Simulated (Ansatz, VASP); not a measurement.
## Pd: VASP beside Ansatz

The input INCAR:

```
  PREC = Accurate
  ENCUT = 500
  EDIFF = 1E-6
  ISMEAR = 1
  SIGMA = 0.1
  LREAL = F
  LASPH = T
  NELM = 200
  ALGO = Normal
  ISIF = 2
  LWAVE = F
  LCHARG = F
  ISPIN = 2
  MAGMOM = 0.288
  LORBIT = 11
  LMAXMIX = 4
  GGA = PE
  NBANDS = 15
  GGA_COMPAT = F
```

KPOINTS

```
regular mesh
0
Gamma
  14 14 14
```

File POSCAR:

```
Pd
1.0
    0.0000000000      1.9737080107      1.9737080107
    1.9737080107      0.0000000000      1.9737080107
    1.9737080107      1.9737080107      0.0000000000
Pd
1
Direct
    0.0000000000      0.0000000000      0.0000000000
```

Input for Ansatz:

```yaml
crystal:
  lattice:
    - [0.0, 1.9737080107, 1.9737080107]
    - [1.9737080107, 0.0, 1.9737080107]
    - [1.9737080107, 1.9737080107, 0.0]
  atoms:
    - { symbol: Pd, position: [0.0, 0.0, 0.0], spin: 0.288 }
hamiltonian:
  xc: pbe
  pseudopotentials:
    kind: paw
    azcp:
      Pd: "pseudopotentials/Pd.paw.azcp"
basis:
  ecutwfc: 420
  fft_grid_basis: typed
kpoints:
  mp_grid: { grid: [14, 14, 14], shift: [0, 0, 0] }
magnetization:
  spin_polarized: true
scf:
  occupations: { method: methfessel_paxton, width: 0.1 }
  lower_state_search: "off"
output:
  stress: true
```

Alike in both runs: task single point; functional PBE; k mesh 14 × 14 × 14; occupations methfessel-paxton of order 1, width 0.1 eV; collinear spin.

|  | VASP | Ansatz |
| --- | --- | --- |
| version | VASP 6.6.1 | Ansatz 0.2.0 |
| potentials or method | VASP PAW PBE potentials, release 64 (Pd), cutoff 500 eV | plane waves (420 eV) with PAW, scalar-relativistic |
| valence electrons in the cell | 10 | 18 |

VASP gave:

| Item | Value |
| --- | --- |
| pressure (GPa) | -0.2 |
| net moment per atom (μB) | 0.47 |
| size of the moment on the site where the two differ most (μB) | 0.47 |

Q: What did Ansatz give for the same quantities?

A: Pressure (GPa): 0.0; net moment per atom (μB): 0.47; size of the moment on the site where the two differ most (μB): 0.48.

Site moments also hang on the region over which each program counts them. VASP's potentials hold 10 valence electrons a cell and Ansatz's 18, so a difference there can come from the potentials and not from the codes. Ansatz's warnings: stability check not made.
